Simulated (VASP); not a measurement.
# Si (Fd-3m) in VASP: a series of runs

The runs below take Si through single point, relaxation of cell and atoms, with PBE.

Everything below comes from runs of VASP 6.6.1. Logs are shortened: lines on timing, memory, paths and dates and some standing lists are left out, and cuts for length are marked.

### 1 The cell of the first run

It takes space group Fd-3m (No. 227, cubic). The conventional cell has a = 5.470 Å, b = 5.470 Å, c = 5.470 Å, α = 90.00°, β = 90.00°, γ = 90.00°. Si (site symmetry -43m) has 4 Si at 2.37 Å within 3.1 Å.

### 2 Single point, PBE

File INCAR:

```
SYSTEM = Si
PREC     = Accurate       ! precision mode
ENCUT    = 520            ! plane-wave cutoff, eV
EDIFF    = 1E-6           ! SCF threshold, eV
ISMEAR   = 0              ! smearing method
SIGMA    = 0.05           ! smearing width, eV
LREAL    = .False.        ! projectors in reciprocal space
LASPH    = .True.         ! aspherical terms in the spheres
NELM     = 100            ! most SCF steps
ALGO     = Normal         ! electronic algorithm
ISIF     = 2              ! what is computed and relaxed
LWAVE    = .False.        ! write WAVECAR
LCHARG   = .False.        ! write CHGCAR
GGA      = PE             ! functional
NBANDS   = 11             ! bands
```

File KPOINTS:

```
Automatic mesh
0
Gamma
  14 14 14
  0 0 0
```

File POSCAR:

```
Si
1.0
    0.0000000000      2.7349186821      2.7349186821
    2.7349186821      0.0000000000      2.7349186821
    2.7349186821      2.7349186821      0.0000000000
Si
2
Direct
    0.0000000000      0.0000000000      0.0000000000
    0.2500000000      0.2500000000      0.2500000000
```

Potentials or basis: VASP PAW PBE potentials, release 64 (Si).

Launch:

```console
$ cat potpaw_PBE.64/Si/POTCAR > POTCAR
$ mpirun -np 1 vasp_std > vasp.out
```

OUTCAR:

```text
SYSTEM = Si
   PREC = Accurate
   ENCUT = 520
   EDIFF = 1E-6
   ISMEAR = 0
   LREAL = .False.
   LASPH = .True.
   NELM = 100
   ISIF = 2
   GGA = PE

 ion  position               nearest neighbor table
   1  0.000  0.000  0.000-   2 2.37   2 2.37   2 2.37   2 2.37
   2  0.250  0.250  0.250-   1 2.37   1 2.37   1 2.37   1 2.37

  LATTYP: Found a face centered cubic cell.
 ALAT       =     5.4698373642

  Lattice vectors:

 A1 = (   0.0000000000,   2.7349186821,   2.7349186821)
 A2 = (   2.7349186821,   0.0000000000,   2.7349186821)
 A3 = (   2.7349186821,   2.7349186821,   0.0000000000)

Analysis of symmetry for initial positions (statically):
=====================================================================
 Subroutine PRICEL returns:
 Original cell was already a primitive cell.

 Routine SETGRP: Setting up the symmetry group for a
 face centered cubic supercell.

 Subroutine GETGRP returns: Found 48 space group operations
 (whereof 24 operations were pure point group operations)
 out of a pool of 48 trial point group operations.

The static configuration has the point symmetry T_d .
 The point group associated with its full space group is O_h .

Analysis of symmetry for dynamics (positions and initial velocities):
=====================================================================
 Subroutine PRICEL returns:
 Original cell was already a primitive cell.

 Routine SETGRP: Setting up the symmetry group for a
 face centered cubic supercell.

 Subroutine GETGRP returns: Found 48 space group operations
 (whereof 24 operations were pure point group operations)
 out of a pool of 48 trial point group operations.

The dynamic configuration has the point symmetry T_d .
 The point group associated with its full space group is O_h .

 Subroutine INISYM returns: Found 48 space group operations
 (whereof 24 operations are pure point group operations),
 and found     1 'primitive' translations

----------------------------------------------------------------------------------------

                                     Primitive cell

  volume of cell :      40.9132

  direct lattice vectors                    reciprocal lattice vectors
     0.000000000  2.734918682  2.734918682    -0.182820792  0.182820792  0.182820792
     2.734918682  0.000000000  2.734918682     0.182820792 -0.182820792  0.182820792
     2.734918682  2.734918682  0.000000000     0.182820792  0.182820792 -0.182820792

  length of vectors
     3.867759092  3.867759092  3.867759092     0.316654901  0.316654901  0.316654901

  position of ions in fractional coordinates (direct lattice)
     0.000000000  0.000000000  0.000000000
     0.250000000  0.250000000  0.250000000

  ion indices of the primitive-cell ions
   primitive index   ion index
                 1           1
                 2           2

----------------------------------------------------------------------------------------

 KPOINTS: Automatic mesh

Automatic generation of k-mesh.
 Grid dimensions read from file:
 generate k-points for:   14   14   14

 Generating k-lattice:

  Cartesian coordinates                     Fractional coordinates (reciprocal lattice)
    -0.013058628  0.013058628  0.013058628     0.071428571  0.000000000  0.000000000
     0.013058628 -0.013058628  0.013058628     0.000000000  0.071428571  0.000000000
     0.013058628  0.013058628 -0.013058628     0.000000000  0.000000000  0.071428571

  Length of vectors
     0.022618207  0.022618207  0.022618207

  Shift w.r.t. Gamma in fractional coordinates (k-lattice)
     0.000000000  0.000000000  0.000000000

 Subroutine IBZKPT returns following result:
 ===========================================

 Found    104 irreducible k-points:

 Following reciprocal coordinates:
            Coordinates               Weight
  0.000000  0.000000  0.000000      1.000000
  0.071429  0.000000  0.000000      8.000000
  0.142857  0.000000  0.000000      8.000000
  0.214286  0.000000  0.000000      8.000000
  0.285714  0.000000  0.000000      8.000000
  0.357143  0.000000  0.000000      8.000000
[... 16 lines left out ...]
  0.214286  0.142857  0.000000     24.000000
  0.285714  0.142857  0.000000     24.000000
 [... further k-points ...]
   k-points           NKPTS =    104   k-points in BZ     NKDIM =    104   number of bands    NBANDS=     11
   number of dos      NEDOS =    301   number of ions     NIONS =      2
   total plane-waves  NPLWV =  27000
   dimension x,y,z NGX =    30 NGY =   30 NGZ =   30
   dimension x,y,z NGXF=    60 NGYF=   60 NGZF=   60
   ions per type =               2
   NGX,Y,Z   is equivalent  to a cutoff of  12.89, 12.89, 12.89 a.u.
   NGXF,Y,Z  is equivalent  to a cutoff of  25.79, 25.79, 25.79 a.u.
 SYSTEM =  Si
   PREC   = accura    normal or accurate (medium, high low for compatibility)
   ISTART =      0    job   : 0-new  1-cont  2-samecut
   ICHARG =      2    charge: 1-file 2-atom 10-const
   ISPIN  =      1    spin polarized calculation?
   LNONCOLLINEAR =      F non collinear calculations
   LSORBIT =      F    spin-orbit coupling
   LASPH  =      T    aspherical Exc in radial PAW
   ENCUT  =  520.0 eV  38.22 Ry    6.18 a.u.   7.19  7.19  7.19*2*pi/ulx,y,z
   NELM   =    100;   NELMIN=  2; NELMDL= -5     # of ELM steps
   EDIFF  = 0.1E-05   stopping-criterion for ELM
   LREAL  =      F    real-space projection
   EDIFFG = 0.1E-04   stopping-criterion for IOM
   NSW    =      0    number of steps for IOM
   IBRION =     -1    ionic relax: 0-MD 1-quasi-New 2-CG
   NFREE  =      0    steps in history (QN), initial steepest desc. (CG)
   ISIF   =      2    stress and relaxation
   ISYM   =      2    0-nonsym 1-usesym 2-fastsym
   POTIM  = 0.5000    time-step for ionic-motion
   TEBEG  =    0.0;   TEEND  =   0.0 temperature during run
   PSTRESS=    0.0 pullay stress
   NELECT =       8.0000    total number of electrons
   NUPDOWN=      -1.0000    fix difference up-down
   EMIN   =  10.00;   EMAX   =-10.00  energy-range for DOS
   EFERMI =   0.00;   METHOD = LEGACY
   ISMEAR =     0;   SIGMA  =   0.05  broadening in eV -4-tet -1-fermi 0-gaus
   EFERMI_NEDOS =   21; number of points for ismear=-14 and -15
   IALGO  =     38    algorithm
   IMIX   =      4    mixing-type and parameters
     AMIX     =   0.40;   BMIX     =  1.00
     AMIX_MAG =   1.60;   BMIX_MAG =  1.00
  volume/ion in A,a.u.               =      20.46       138.05
  Fermi-wavevector in a.u.,A,eV,Ry     =   0.950204  1.795626 12.284545  0.902889
  Thomas-Fermi vector in A             =   2.078559
   LORBIT       =      0    0 simple, 1 ext, 2 COOP (PROOUT), +10 PAW based schemes
   GGA     = PE    functional components
   LHFCALC =     F    Hartree Fock is set to
   AEXX    =    0.0000 exact exchange contribution
   IVDW    =     0    specifies the selected vdW correction
   LEPSILON=     F    determine dielectric tensor
   LRPA    =     F    only Hartree local field effects (RPA)
 non-spin polarized calculation
 Gauss-broadening in eV      SIGMA  =   0.05
  energy-cutoff  :      520.00
  volume of cell :       40.91
 maximum number of plane-waves:      1119
 NGX is ok and might be reduce to    30
   NGX = 15   NGY = 15   NGZ = 15

 number of electron       8.0000001 magnetization

 Free energy of the ion-electron system (eV)
  ---------------------------------------------------
  ext. energy  EPLUGINS =         0.00000000
  ---------------------------------------------------
  free energy    TOTEN  =       -10.84989717 eV

  energy without entropy =      -10.84989717  energy(sigma->0) =      -10.84989717

 E-fermi :   5.8483     XC(G=0):  -9.3253

 val. band max:        5.6095521803   @ k =   0.0000   0.0000   0.0000
 cond. band min:       6.2225772842   @ k =   0.4286   0.4286   0.0000
 fundamental gap:      0.6130251038
 Fermi energy:         5.8482522546

 k-point     1 :       0.0000    0.0000    0.0000
  band No.  band energies     occupation
      1      -6.2009      2.00000
      2       5.6096      2.00000
      3       5.6096      2.00000
      4       5.6096      2.00000
      5       8.1665      0.00000
      6       8.1665      0.00000
      7       8.1665      0.00000
      8       8.7364      0.00000
      9      13.3187      0.00000
     10      13.3187      0.00000
     11      13.4844      0.00000

 k-point     2 :       0.0714    0.0000    0.0000
  band No.  band energies     occupation
      1      -6.1352      2.00000
      2       4.9435      2.00000
      3       5.5039      2.00000
      4       5.5039      2.00000
      5       8.1944      0.00000
      6       8.3220      0.00000
      7       8.3220      0.00000
      8       9.2642      0.00000
      9      13.1145      0.00000
     10      13.1145      0.00000
     11      13.7675      0.00000

 k-point     3 :       0.1429    0.0000    0.0000
  band No.  band energies     occupation
      1      -5.9397      2.00000
      2       3.6900      2.00000
      3       5.2604      2.00000
      4       5.2604      2.00000
      5       7.9859      0.00000
      6       8.6773      0.00000
      7       8.6773      0.00000
      8      10.4543      0.00000
      9      12.7702      0.00000
     10      12.7702      0.00000
     11      14.4305      0.00000

 k-point     4 :       0.2143    0.0000    0.0000
  band No.  band energies     occupation
      1      -5.6197      2.00000
      2       2.3663      2.00000
      3       4.9897      2.00000
      4       4.9897      2.00000
      5       7.7034      0.00000
      6       9.0068      0.00000
      7       9.0068      0.00000
      8      11.7373      0.00000
      9      12.6728      0.00000
     10      12.6728      0.00000
     11      14.6594      0.00000

 k-point     5 :       0.2857    0.0000    0.0000
  band No.  band energies     occupation
      1      -5.1878      2.00000
      2       1.1085      2.00000
      3       4.7531      2.00000
      4       4.7531      2.00000
      5       7.4422      0.00000
      6       9.1344      0.00000
      7       9.1344      0.00000
      8      12.9171      0.00000
      9      13.0490      0.00000
     10      13.0490      0.00000
     11      14.4345      0.00000
[... 211 lines left out ...]
 k-point    21 :      -0.0714    0.0714    0.0000
  band No.  band energies     occupation
      1      -6.0262      2.00000
      2       4.3312      2.00000
      3       4.9631      2.00000
      4       5.5254      2.00000
      5       8.3470      0.00000
      6       8.4370      0.00000
      7       8.4656      0.00000
      8       9.9536      0.00000
      9      12.6030      0.00000
     10      13.1701      0.00000
     11      14.1955      0.00000

 k-point    22 :       0.1429    0.1429    0.0000
  band No.  band energies     occupation
      1      -5.8513      2.00000
      2       3.9606      2.00000
      3       4.6607      2.00000
      4       4.6607      2.00000
      5       7.4977      0.00000
      6       9.5429      0.00000
      7       9.5429      0.00000
      8       9.8950      0.00000
      9      12.0214      0.00000
     10      13.7081      0.00000
     11      14.8414      0.00000

 k-point    23 :       0.2143    0.1429    0.0000
  band No.  band energies     occupation
      1      -5.6139      2.00000
      2       3.0291      2.00000
      3       4.3590      2.00000
      4       4.4085      2.00000
      5       7.4757      0.00000
      6       9.4920      0.00000
      7      10.0391      0.00000
      8      10.1803      0.00000
      9      12.4706      0.00000
     10      13.8229      0.00000
     11      15.5184      0.00000

 k-point    24 :       0.2857    0.1429    0.0000
  band No.  band energies     occupation
      1      -5.2556      2.00000
      2       1.8775      2.00000
      3       4.0787      2.00000
      4       4.1278      2.00000
      5       7.6854      0.00000
      6       9.4342      0.00000
      7      10.1715      0.00000
      8      10.3210      0.00000
      9      13.6165      0.00000
     10      14.0835      0.00000
     11      15.7483      0.00000

 [... further k-points ...]

------------------------ aborting loop because EDIFF is reached ----------------------------------------

  FORCE on cell =-STRESS in cart. coord.  units (eV):
  Direction    XX          YY          ZZ          XY          YZ          ZX
  --------------------------------------------------------------------------------------
  -------------------------------------------------------------------------------------
  Total       -0.0142549     -0.0142549     -0.0142549      0.0000000      0.0000000     -0.0000000
  in kB       -0.5582277     -0.5582277     -0.5582277      0.0000000      0.0000000     -0.0000000
  external PRESSURE =      -0.5582277 kB  Pullay stress =       0.0000000 kB

 VOLUME and BASIS-vectors are now :
 -----------------------------------------------------------------------------
  energy-cutoff  :      520.00
  volume of cell :       40.91
      direct lattice vectors                 reciprocal lattice vectors
     0.000000000  2.734918682  2.734918682    -0.182820792  0.182820792  0.182820792
     2.734918682  0.000000000  2.734918682     0.182820792 -0.182820792  0.182820792
     2.734918682  2.734918682  0.000000000     0.182820792  0.182820792 -0.182820792

 POSITION                                       TOTAL-FORCE (eV/Angst)
 -----------------------------------------------------------------------------------
      0.00000      0.00000      0.00000        -0.000000      0.000000      0.000000
      1.36746      1.36746      1.36746         0.000000     -0.000000     -0.000000
 -----------------------------------------------------------------------------------
    total drift:                               -0.000000     -0.000000     -0.000000

  FREE ENERGIE OF THE ION-ELECTRON SYSTEM (eV)
  ---------------------------------------------------
  free  energy   TOTEN  =       -10.8498971663 eV

  energy  without entropy=      -10.8498971663  energy(sigma->0) =      -10.84989717
```

Run time: 30 s. Hardware: 1 thread of Intel Xeon Platinum 8488C (Sapphire Rapids), shared host; peak memory 0.18 GiB.

What came out:

```yaml
Free_energy: -10.8499 eV
Pressure: -0.1 GPa
Band_gap_on_the_k_mesh: 0.61 eV (least direct gap 2.56 eV)
```

Levels at points of the mesh, in eV from the valence-band top:
| k point | band 1 | band 2 | band 3 | band 4 | band 5 | band 6 | band 7 | band 8 |
| --- | --- | --- | --- | --- | --- | --- | --- | --- |
| (0.00, 0.00, 0.00) | -11.81 | 0.00 | 0.00 | 0.00 | 2.56 | 2.56 | 2.56 | 3.13 |
| (0.50, 0.00, 0.00) | -9.53 | -6.87 | -1.18 | -1.18 | 1.46 | 3.35 | 3.35 | 7.70 |
| (0.50, 0.50, 0.00) | -7.74 | -7.74 | -2.79 | -2.79 | 0.75 | 0.75 | 9.93 | 9.93 |

### 3 Relaxation of cell and atoms, PBE

This run uses another cell than the first one, of 20.01 Å³/atom.

File INCAR:

```
ALGO = Normal
EDIFF = 1E-6
EDIFFG = -0.01
ENCUT = 600
GGA = PE
IBRION = 2
ISIF = 3
ISMEAR = 0
LASPH = T
LCHARG = F
LREAL = F
LWAVE = F
NELM = 60
NSW = 50
PREC = Accurate
SIGMA = 0.05
```

File KPOINTS:

```
k-points
0
Gamma
  14 14 14
```

File POSCAR:

```
Si
1.0
    0.0000000000      2.7150000000      2.7150000000
    2.7150000000      0.0000000000      2.7150000000
    2.7150000000      2.7150000000      0.0000000000
Si
2
Direct
    0.0000000000      0.0000000000      0.0000000000
    0.2500000000      0.2500000000      0.2500000000
```

Potentials or basis: VASP PAW PBE potentials, release 64 (Si).

Launch:

```console
$ cat potpaw_PBE.64/Si/POTCAR > POTCAR
$ mpirun -np 1 vasp_std > vasp.out
```

Wall time 42 s (1 thread of Intel Xeon Platinum 8488C (Sapphire Rapids), shared host); peak memory 0.19 GiB.

Results (log left out):

| Quantity | Value |
| --- | --- |
| Free energy | -10.8500 eV |
| Relaxed volume | 20.44 Å³/atom |
| Relaxed cell | a = 3.867 Å, b = 3.867 Å, c = 3.867 Å, α = 60.00°, β = 60.00°, γ = 60.00° |
| Space group after relaxing (to 0.1 Å) | Fd-3m (No. 227) |
| Energy gained by relaxing | 2.6 meV/atom |
| Ionic steps | 3 |
| Pressure after relaxing | 0.0 GPa |
| Band gap on the k mesh | 0.61 eV (least direct gap 2.56 eV) |

The path:
| step | energy change (eV) | largest force (eV/Å) | pressure (GPa) | volume (Å³) |
| --- | --- | --- | --- | --- |
| 1 | 0.0000 | 0.0000 | 1.99 | 40.03 |
| 2 | -0.0029 | 0.0000 | -1.24 | 41.48 |
| 3 | -0.0052 | 0.0000 | 0.01 | 40.89 |

Final structure:
```
Si
1.0
     0.00000    2.73430    2.73430
     2.73430    0.00000    2.73430
     2.73430    2.73430    0.00000
Si
2
Direct
  0.00000 0.00000 0.00000
  0.25000 0.25000 0.25000
```

Levels at points of the mesh, in eV from the valence-band top:
| k point | band 1 | band 2 | band 3 | band 4 | band 5 | band 6 | band 7 | band 8 |
| --- | --- | --- | --- | --- | --- | --- | --- | --- |
| (0.00, 0.00, 0.00) | -11.82 | 0.00 | 0.00 | 0.00 | 2.56 | 2.56 | 2.56 | 3.13 |
| (0.50, 0.00, 0.00) | -9.54 | -6.87 | -1.18 | -1.18 | 1.47 | 3.35 | 3.35 | 7.70 |
| (0.50, 0.50, 0.00) | -7.75 | -7.75 | -2.79 | -2.79 | 0.75 | 0.75 | 9.94 | 9.94 |

A k mesh can miss the band edges.
